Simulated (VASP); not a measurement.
Here is a VASP 6.6.1 calculation.

INCAR

```
SYSTEM = GdO
  PREC = Accurate
  ENCUT = 520
  EDIFF = 1E-7
  ISMEAR = -1
  SIGMA = 0.1
  LREAL = .FALSE.
  LASPH = .TRUE.
  NELM = 150
  ALGO = Normal
  ISIF = 2
  LWAVE = .FALSE.
  LCHARG = .FALSE.
  ISPIN = 2
  MAGMOM = 9.1 0
  LORBIT = 11
  LMAXMIX = 6
  LDAU = .TRUE.
  LDAUTYPE = 2
  LDAUL = 3 -1
  LDAUU = 7 0
  LDAUJ = 0 0
  LDAUPRINT = 1
  GGA = CA
  NBANDS = 23
```

The input KPOINTS:

```
regular mesh
0
G
  9 9 9
  0 0 0
```

Contents of POSCAR:

```
GdO
1.0
    0.0000000000      2.7000000000      2.7000000000
    2.7000000000      0.0000000000      2.7000000000
    2.7000000000      2.7000000000      0.0000000000
Gd O
1 1
Direct
    0.0000000000      0.0000000000      0.0000000000
    0.2500000000      0.2500000000      0.2500000000
```

Potentials or basis: VASP PAW PBE potentials, release 64 (Gd, O).

Command:

```sh
$ cat potpaw_PBE.64/Gd/POTCAR potpaw_PBE.64/O/POTCAR > POTCAR
$ mpirun -np 1 vasp_std > vasp.out
```

Q: What does it give for the net moment?

A: 7.81 μB per cell.

Q: What does it give for the site moments?

A: Gd +7.08; O -0.01 μB.

Q: Predict the pressure.

A: -6.4 GPa.

Eigenvalues of the final occupation matrices:
| site | spin | trace | eigenvalues |
| --- | --- | --- | --- |
| site 1 f | 1 | 6.95 | 0.99 0.99 0.99 0.99 0.99 0.99 1.00 |
| site 1 f | 2 | 0.03 | 0.00 0.00 0.00 0.00 0.00 0.00 0.01 |

Caveat: the PAW data sets were made with another functional, which shifts forces and pressure a little; spin-orbit coupling is left out, which moves the levels of the heavy elements; a cell with one magnetic atom can't hold antiferromagnetic order, which such compounds often take. The state reached can hang on the start; a lower one may exist.
